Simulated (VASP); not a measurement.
Input of a VASP 6.6.1 run:

INCAR

```
PREC     = Accurate       # precision mode
ENCUT    = 520            # plane-wave cutoff, eV
EDIFF    = 1E-6           # SCF threshold, eV
ISMEAR   = 0              # smearing method
SIGMA    = 0.05           # smearing width, eV
LREAL    = False          # projectors in reciprocal space
LASPH    = True           # aspherical terms in the spheres
NELM     = 60             # most SCF steps
ALGO     = Normal         # electronic algorithm
ISIF     = 2              # what is computed and relaxed
LWAVE    = False          # write WAVECAR
LCHARG   = False          # write CHGCAR
GGA      = PS             # functional
NBANDS   = 26             # bands
```

KPOINTS

```
regular mesh
0
Gamma
  8 8 6
```

POSCAR

```
ZnSe
1.0
    3.8287309347      0.0000000000      0.0000000000
    0.0000000000      3.8287309347      0.0000000000
    0.0000000000      0.0000000000      5.2575926485
Zn Se
2 2
Direct
    0.0000000000      0.0000000000      0.0000000000
    0.5000000000      0.5000000000      0.0000000000
    0.0000000000      0.5000000000      0.2319924411
    0.5000000000      0.0000000000      0.7680075589
```

Potentials or basis: VASP PAW PBE potentials, release 64 (Zn, Se).

Launch:

```console
$ cat potpaw_PBE.64/Zn/POTCAR potpaw_PBE.64/Se/POTCAR > POTCAR
$ mpirun -np 1 vasp_std > vasp.out
```

(1) What does it give for the pressure?

(2) Predict the largest force.

Results:

(1) 28.1 GPa.

(2) 5.004 eV/Å.

Caveat: the cell differs from its parent crystal (atoms shifted along a free coordinate); the cell stands under pressure; the PAW data sets were made with another functional, which shifts forces and pressure a little.
